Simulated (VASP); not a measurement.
# Te (Im-3m) in VASP: notebook, part 2 of 2

VASP 6.6.1. The steps go on from the part before.

**4. Single point, revPBE (29.06 Å³/atom)**

This run uses another cell than the first one, of 29.06 Å³/atom.

Contents of INCAR:

```
SYSTEM = Te
ALGO = Normal
EDIFF = 1E-7
ENCUT = 520
GGA = RE
ISIF = 2
ISMEAR = -1
LASPH = .TRUE.
LCHARG = .FALSE.
LREAL = .FALSE.
LWAVE = .FALSE.
NBANDS = 9
NELM = 100
PREC = Accurate
SIGMA = 0.1
```

Contents of KPOINTS:

```
k-points
0
G
  13 13 13
  0 0 0
```

Contents of POSCAR:

```
Te
1.0
   -1.9368452376      1.9368452376      1.9368452376
    1.9368452376     -1.9368452376      1.9368452376
    1.9368452376      1.9368452376     -1.9368452376
Te
1
Direct
    0.0000000000      0.0000000000      0.0000000000
```

Potentials or basis: VASP PAW PBE potentials, release 64 (Te).

The run is started by

```console
$ cat potpaw_PBE.64/Te/POTCAR > POTCAR
$ mpirun -np 1 vasp_std > vasp.out
```

OUTCAR:

```text
SYSTEM = Te
   EDIFF = 1E-7
   ENCUT = 520
   GGA = RE
   ISIF = 2
   ISMEAR = -1
   LASPH = .TRUE.
   LREAL = .FALSE.
   NELM = 100
   PREC = Accurate

 ion  position               nearest neighbor table
   1  0.000  0.000  0.000-

  LATTYP: Found a body centered cubic cell.
 ALAT       =     3.8736904752

  Lattice vectors:

 A1 = (  -1.9368452376,   1.9368452376,   1.9368452376)
 A2 = (   1.9368452376,  -1.9368452376,   1.9368452376)
 A3 = (   1.9368452376,   1.9368452376,  -1.9368452376)

Analysis of symmetry for initial positions (statically):
=====================================================================
 Subroutine PRICEL returns:
 Original cell was already a primitive cell.

 Routine SETGRP: Setting up the symmetry group for a
 body centered cubic supercell.

 Subroutine GETGRP returns: Found 48 space group operations
 (whereof 48 operations were pure point group operations)
 out of a pool of 48 trial point group operations.

The static configuration has the point symmetry O_h .

Analysis of symmetry for dynamics (positions and initial velocities):
=====================================================================
 Subroutine PRICEL returns:
 Original cell was already a primitive cell.

 Routine SETGRP: Setting up the symmetry group for a
 body centered cubic supercell.

 Subroutine GETGRP returns: Found 48 space group operations
 (whereof 48 operations were pure point group operations)
 out of a pool of 48 trial point group operations.

The dynamic configuration has the point symmetry O_h .

 Subroutine INISYM returns: Found 48 space group operations
 (whereof 48 operations are pure point group operations),
 and found     1 'primitive' translations

----------------------------------------------------------------------------------------

                                     Primitive cell

  volume of cell :      29.0633

  direct lattice vectors                    reciprocal lattice vectors
    -1.936845238  1.936845238  1.936845238     0.000000000  0.258151756  0.258151756
     1.936845238 -1.936845238  1.936845238     0.258151756  0.000000000  0.258151756
     1.936845238  1.936845238 -1.936845238     0.258151756  0.258151756  0.000000000

  length of vectors
     3.354714358  3.354714358  3.354714358     0.365081715  0.365081715  0.365081715

  position of ions in fractional coordinates (direct lattice)
     0.000000000  0.000000000  0.000000000

  ion indices of the primitive-cell ions
   primitive index   ion index
                 1           1

----------------------------------------------------------------------------------------

 KPOINTS: k-points

Automatic generation of k-mesh.
 Grid dimensions read from file:
 generate k-points for:   13   13   13

 Generating k-lattice:

  Cartesian coordinates                     Fractional coordinates (reciprocal lattice)
     0.000000000  0.019857827  0.019857827     0.076923077  0.000000000  0.000000000
     0.019857827  0.000000000  0.019857827     0.000000000  0.076923077  0.000000000
     0.019857827  0.019857827  0.000000000     0.000000000  0.000000000  0.076923077

  Length of vectors
     0.028083209  0.028083209  0.028083209

  Shift w.r.t. Gamma in fractional coordinates (k-lattice)
     0.000000000  0.000000000  0.000000000

 Subroutine IBZKPT returns following result:
 ===========================================

 Found     84 irreducible k-points:

 Following reciprocal coordinates:
            Coordinates               Weight
  0.000000  0.000000  0.000000      1.000000
  0.076923  0.000000  0.000000     12.000000
  0.153846  0.000000  0.000000     12.000000
  0.230769  0.000000  0.000000     12.000000
  0.307692  0.000000  0.000000     12.000000
  0.384615  0.000000  0.000000     12.000000
[... 16 lines left out ...]
  0.153846  0.076923  0.076923     24.000000
  0.230769  0.076923  0.076923     24.000000
 [... further k-points ...]
   k-points           NKPTS =     84   k-points in BZ     NKDIM =     84   number of bands    NBANDS=      9
   number of dos      NEDOS =    301   number of ions     NIONS =      1
   total plane-waves  NPLWV =  21952
   dimension x,y,z NGX =    28 NGY =   28 NGZ =   28
   dimension x,y,z NGXF=    56 NGYF=   56 NGZF=   56
   ions per type =               1
   NGX,Y,Z   is equivalent  to a cutoff of  13.88, 13.88, 13.88 a.u.
   NGXF,Y,Z  is equivalent  to a cutoff of  27.75, 27.75, 27.75 a.u.
 SYSTEM =  Te
   PREC   = accura    normal or accurate (medium, high low for compatibility)
   ISTART =      0    job   : 0-new  1-cont  2-samecut
   ICHARG =      2    charge: 1-file 2-atom 10-const
   ISPIN  =      1    spin polarized calculation?
   LNONCOLLINEAR =      F non collinear calculations
   LSORBIT =      F    spin-orbit coupling
   LASPH  =      T    aspherical Exc in radial PAW
   ENCUT  =  520.0 eV  38.22 Ry    6.18 a.u.   6.24  6.24  6.24*2*pi/ulx,y,z
   NELM   =    100;   NELMIN=  2; NELMDL= -5     # of ELM steps
   EDIFF  = 0.1E-06   stopping-criterion for ELM
   LREAL  =      F    real-space projection
   EDIFFG = 0.1E-05   stopping-criterion for IOM
   NSW    =      0    number of steps for IOM
   IBRION =     -1    ionic relax: 0-MD 1-quasi-New 2-CG
   NFREE  =      0    steps in history (QN), initial steepest desc. (CG)
   ISIF   =      2    stress and relaxation
   ISYM   =      2    0-nonsym 1-usesym 2-fastsym
   POTIM  = 0.5000    time-step for ionic-motion
   TEBEG  =    0.0;   TEEND  =   0.0 temperature during run
   PSTRESS=    0.0 pullay stress
   NELECT =       6.0000    total number of electrons
   NUPDOWN=      -1.0000    fix difference up-down
   EMIN   =  10.00;   EMAX   =-10.00  energy-range for DOS
   EFERMI =   0.00;   METHOD = LEGACY
   ISMEAR =    -1;   SIGMA  =   0.10  broadening in eV -4-tet -1-fermi 0-gaus
   EFERMI_NEDOS =   21; number of points for ismear=-14 and -15
   IALGO  =     38    algorithm
   IMIX   =      4    mixing-type and parameters
     AMIX     =   0.40;   BMIX     =  1.00
     AMIX_MAG =   1.60;   BMIX_MAG =  1.00
  volume/ion in A,a.u.               =      29.06       196.13
  Fermi-wavevector in a.u.,A,eV,Ry     =   0.967558  1.828419 12.737345  0.936168
  Thomas-Fermi vector in A             =   2.097454
   LORBIT       =      0    0 simple, 1 ext, 2 COOP (PROOUT), +10 PAW based schemes
   GGA     = RE    functional components
   LHFCALC =     F    Hartree Fock is set to
   AEXX    =    0.0000 exact exchange contribution
   IVDW    =     0    specifies the selected vdW correction
   LEPSILON=     F    determine dielectric tensor
   LRPA    =     F    only Hartree local field effects (RPA)
 non-spin polarized calculation
  energy-cutoff  :      520.00
  volume of cell :       29.06
 maximum number of plane-waves:       794
 NGX is ok and might be reduce to    28
   NGX = 13   NGY = 13   NGZ = 13

 number of electron       5.9999999 magnetization

 Free energy of the ion-electron system (eV)
  ---------------------------------------------------
  ext. energy  EPLUGINS =         0.00000000
  ---------------------------------------------------
  free energy    TOTEN  =        -2.50344426 eV

  energy without entropy =       -2.48004406  energy(sigma->0) =       -2.49174416

 E-fermi :   7.6573     XC(G=0):  -9.9455

 val. band max:        7.6386142422   @ k =  -0.3846   0.3846   0.0769
 cond. band min:       7.6715639041   @ k =   0.3846   0.1538   0.0769
 fundamental gap:      0.0329496618
 Fermi energy:         7.6572941845

 k-point     1 :       0.0000    0.0000    0.0000
  band No.  band energies     occupation
      1      -6.0643      2.00000
      2      10.5026      0.00000
      3      10.5026      0.00000
      4      10.5026      0.00000
      5      17.2226      0.00000
      6      17.4342      0.00000
      7      17.4342      0.00000
      8      17.4342      0.00000
      9      19.5358      0.00000

 k-point     2 :       0.0769    0.0000    0.0000
  band No.  band energies     occupation
      1      -5.9598      2.00000
      2       9.7665      0.00000
      3      10.2448      0.00000
      4      10.4518      0.00000
      5      16.8465      0.00000
      6      16.8943      0.00000
      7      17.8737      0.00000
      8      17.9110      0.00000
      9      18.7109      0.00000
[... 253 lines left out ...]
 k-point    24 :       0.2308    0.0769    0.0769
  band No.  band energies     occupation
      1      -4.3201      2.00000
      2       4.4412      2.00000
      3       7.6100      1.23228
      4       8.8510      0.00001
      5      15.2551      0.00000
      6      15.6717      0.00000
      7      19.4733      0.00000
      8      19.7775      0.00000
      9      20.7770      0.00000

 [... further k-points ...]
[... 5 lines left out ...]
  --------------------------------------------------------------------------------------
  -------------------------------------------------------------------------------------
  Total       -0.0359844     -0.0359844     -0.0359844      0.0000000      0.0000000     -0.0000000
  in kB       -1.9837199     -1.9837199     -1.9837199      0.0000000      0.0000000     -0.0000000
  external PRESSURE =      -1.9837199 kB  Pullay stress =       0.0000000 kB

 VOLUME and BASIS-vectors are now :
 -----------------------------------------------------------------------------
  energy-cutoff  :      520.00
  volume of cell :       29.06
      direct lattice vectors                 reciprocal lattice vectors
    -1.936845238  1.936845238  1.936845238     0.000000000  0.258151756  0.258151756
     1.936845238 -1.936845238  1.936845238     0.258151756  0.000000000  0.258151756
     1.936845238  1.936845238 -1.936845238     0.258151756  0.258151756  0.000000000

 POSITION                                       TOTAL-FORCE (eV/Angst)
 -----------------------------------------------------------------------------------
      0.00000      0.00000      0.00000        -0.000000      0.000000     -0.000000
 -----------------------------------------------------------------------------------
    total drift:                               -0.000000      0.000000      0.000000

  FREE ENERGIE OF THE ION-ELECTRON SYSTEM (eV)
  ---------------------------------------------------
  free  energy   TOTEN  =        -2.5034442617 eV

  energy  without entropy=       -2.4800440595  energy(sigma->0) =       -2.49174416
```

stdout:

```text
POSCAR found type information on POSCAR Te
 POSCAR found :  1 types and       1 ions
 scaLAPACK will be used
 -----------------------------------------------------------------------------
|                                                                             |
|                                                                             |
|     You enforced a specific xc type in the INCAR file but a different       |
|     I HOPE YOU KNOW WHAT YOU ARE DOING!                                     |
|                                                                             |
 -----------------------------------------------------------------------------

 LDA part: xc-table for (Slater+PW92), standard interpolation
 POSCAR, INCAR and KPOINTS ok, starting setup
 FFT: planning ... GRIDC
 FFT: planning ... GRID_SOFT
 FFT: planning ... GRID
 WAVECAR not read
 entering main loop
```

It took 24 s on 1 thread of Intel Xeon 8259CL, shared host; peak memory 0.17 GiB.

Results:

* Free energy: -2.5034 eV
* Pressure: -0.2 GPa
* Band gap on the k mesh: zero (bands 3 and 4 overlap by 5.74 eV)

Levels at points of the mesh, in eV from the Fermi level:
```csv
k point,band 1,band 2,band 3,band 4,band 5,band 6
"(0.00, 0.00, 0.00)",-13.72,2.85,2.85,2.85,9.57,9.78
```

Caveat: the PAW data sets were made with another functional, which shifts forces and pressure a little; spin-orbit coupling is left out, which moves the levels of the heavy elements.

**5. Single point, revPBE (30.23 Å³/atom)**

This run uses another cell than the first one, of 30.23 Å³/atom.

Contents of INCAR:

```
PREC = Accurate
ENCUT = 520
EDIFF = 1E-6
ISMEAR = -1
SIGMA = 0.1
LREAL = False
LASPH = True
NELM = 100
ALGO = Normal
ISIF = 2
LWAVE = False
LCHARG = False
GGA = RE
NBANDS = 9
```

Contents of KPOINTS:

```
Automatic mesh
0
Gamma
  13 13 13
```

Contents of POSCAR:

```
Te
1.0
   -1.9623329662      1.9623329662      1.9623329662
    1.9623329662     -1.9623329662      1.9623329662
    1.9623329662      1.9623329662     -1.9623329662
Te
1
Direct
    0.0000000000      0.0000000000      0.0000000000
```

The run is started by

```console
$ cat potpaw_PBE.64/Te/POTCAR > POTCAR
$ mpirun -np 1 vasp_std > vasp.out
```

Wall time 30 s (1 thread of Intel Xeon 8259CL, shared host); peak memory 0.17 GiB.

The run converged. Its results:

* Free energy: -2.4952 eV
* Pressure: -2.0 GPa
* Band gap on the k mesh: zero (bands 3 and 4 overlap by 5.38 eV)

Levels at points of the mesh, in eV from the Fermi level:
```tsv
k point	band 1	band 2	band 3	band 4	band 5	band 6	band 7
(0.00, 0.00, 0.00)	-13.43	2.65	2.65	2.65	9.12	9.69	9.69
```

Caveat: the PAW data sets were made with another functional, which shifts forces and pressure a little; spin-orbit coupling is left out, which moves the levels of the heavy elements.

**6. The runs side by side**

| cell | gap on the mesh (eV) | pressure (GPa) |
| --- | --- | --- |
| a = 3.263 Å, angles 109.5°, 1 atom | none | 5.0 |
| a = 3.309 Å, angles 109.5°, 1 atom | none | 2.1 |
| a = 3.355 Å, angles 109.5°, 1 atom | none | -0.2 |
| a = 3.399 Å, angles 109.5°, 1 atom | none | -2.0 |

Alike in all rows: task single point; level revPBE; potentials or basis VASP PAW PBE potentials, release 64 (Te); no spin polarisation; k mesh 13 × 13 × 13; cutoff (eV) 520; smearing fermi-dirac 0.1 eV.

Caveats: the PAW data sets were made with another functional, which shifts forces and pressure a little; spin-orbit coupling is left out, which moves the levels of the heavy elements; the cell stands under pressure (at least some runs).

Total energies depend on the potentials used, so only differences within one code and one set of settings carry meaning.
